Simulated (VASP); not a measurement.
InSb3, 4 atoms in the cell. Symmetry: Pm-3m, No. 221, cubic system. Conventional cell: a = 4.634 Å, b = 4.634 Å, c = 4.634 Å, α = 90.00°, β = 90.00°, γ = 90.00°. In (site symmetry m-3m) has 12 Sb at 3.28 Å within 4.3 Å. Within 4.3 Å of Sb (site symmetry 4/mmm) lie 4 In at 3.28 Å and 8 Sb at 3.28 Å. 

| Item | Value |
| --- | --- |
| Program | VASP 6.6.1 |
| Task | single point |
| Functional | PBEsol |
| Potentials or basis | VASP PAW PBE potentials, release 64 (In_d, Sb) |
| Cutoff | 520 eV |
| k mesh | 8 × 8 × 8 |
| Occupations | gaussian, width 0.15 eV |
| Spin | no spin polarisation |
| Dipole correction | no |
| Further INCAR settings | ALGO = Normal; EDIFF = 1e-06; NBANDS = 22 |

Potentials or basis: VASP PAW PBE potentials, release 64 (In_d, Sb).

Command:

```sh
$ cat potpaw_PBE.64/In_d/POTCAR potpaw_PBE.64/Sb/POTCAR > POTCAR
$ mpirun -np 1 vasp_std > vasp.out
```

Hardware: 1 thread of Intel Xeon 8259CL, on a shared host.

Problem. Estimate the wall time of this run.

Solution. It took 60 s on 1 thread of Intel Xeon 8259CL (shared host), peak memory 0.24 GiB. Counts: scf iterations 10, k points 35.
